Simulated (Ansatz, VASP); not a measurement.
# One calculation of Cu, two programs

```xyz
1
Lattice="-1.4428 1.4428 1.3348 1.4428 -1.4428 1.3348 1.4428 1.4428 -1.3348" Properties=species:S:1:pos:R:3 pbc="T T T"
Cu    0.0000    0.0000    0.0000
```

Change from the starting cell: strain +0.000 along x and y, -0.030 along z, atoms carried along.

Alike in both runs: task single point; functional PBEsol; k mesh 24 × 24 × 24; occupations gaussian, width 0.15 eV; no spin polarisation.

```csv
,VASP,Ansatz
version,VASP 6.6.1,Ansatz 0.2.0
potentials or method,"VASP PAW PBE potentials, release 64 (Cu), cutoff 520 eV","scalar-relativistic, plane waves, PAW"
valence electrons in the cell,11,19
```

VASP gave:

```
gap on the k mesh at the Fermi level (eV)                     : none
pressure (GPa)                                                : 4.7
traceless stress, the component that is largest in VASP (GPa) : 0.42
```

Problem. Which values does Ansatz return?

Solution. gap on the k mesh at the Fermi level (eV): none; pressure (GPa): 3.9; traceless stress, the component that is largest in VASP (GPa): 0.41.

VASP's potentials were made for PBE, not for PBEsol. A gap of «none» marks a metal or a gap that the smearing closes. VASP's potentials hold 11 valence electrons a cell and Ansatz's 19, so a difference there can come from the potentials and not from the codes.
